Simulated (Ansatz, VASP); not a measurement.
# Two plane-wave programs on B18N17O

```
B O N
1.0
     7.49472    0.00000    0.00000
    -3.74736    6.49062    0.00000
     0.00000    0.00000    6.63570
B O N
18 1 17
Direct
  0.11111 0.22222 0.25000
  0.11096 0.55572 0.25000
  0.11096 0.88857 0.25000
  0.44476 0.22238 0.25000
  0.44476 0.55572 0.25000
  0.44444 0.88889 0.25000
  0.77761 0.22238 0.25000
  0.77778 0.55556 0.25000
  0.77761 0.88857 0.25000
  0.22552 0.10781 0.75000
  0.22552 0.45104 0.75000
  0.22248 0.77791 0.75000
  0.55543 0.11085 0.75000
  0.55687 0.44510 0.75000
  0.55543 0.77791 0.75000
  0.88230 0.10781 0.75000
  0.88823 0.44510 0.75000
  0.88823 0.77646 0.75000
  0.11111 0.22222 0.75000
  0.11062 0.55449 0.75000
  0.11062 0.88946 0.75000
  0.44387 0.22271 0.75000
  0.44387 0.55449 0.75000
  0.44444 0.88889 0.75000
  0.77884 0.22271 0.75000
  0.77778 0.55556 0.75000
  0.77884 0.88946 0.75000
  0.22217 0.11116 0.25000
  0.22217 0.44434 0.25000
  0.22222 0.77778 0.25000
  0.55556 0.11111 0.25000
  0.55555 0.44444 0.25000
  0.55556 0.77778 0.25000
  0.88899 0.11116 0.25000
  0.88889 0.44444 0.25000
  0.88889 0.77779 0.25000
```

Alike in both runs: functional PBE; k mesh 3 × 3 × 3; occupations fermi-dirac, width 0.01 eV; collinear spin.

Ansatz relaxed the structure, and its values are those at the end. VASP's run is a single point on that final structure, the one shown.

|  | VASP | Ansatz |
| --- | --- | --- |
| version | VASP 6.6.1 | Ansatz 0.2.0 |
| potentials or method | VASP PAW PBE potentials, release 64 (B, O, N) | plane-wave PAW, scalar-relativistic |
| plane-wave cutoff (eV) | 520 | 420 |
| valence electrons in the cell | 145 | 145 |

```tsv
	VASP	Ansatz	Ansatz less VASP
pressure (GPa)	5.0	5.1	+0.02
rms of the force components (eV/Å)	0.012	0.006	-0.0059
net moment per atom (μB)	0.01	0.03	+0.016
```

Ansatz's warnings: magnetization residual over threshold, stress scf threshold loose.
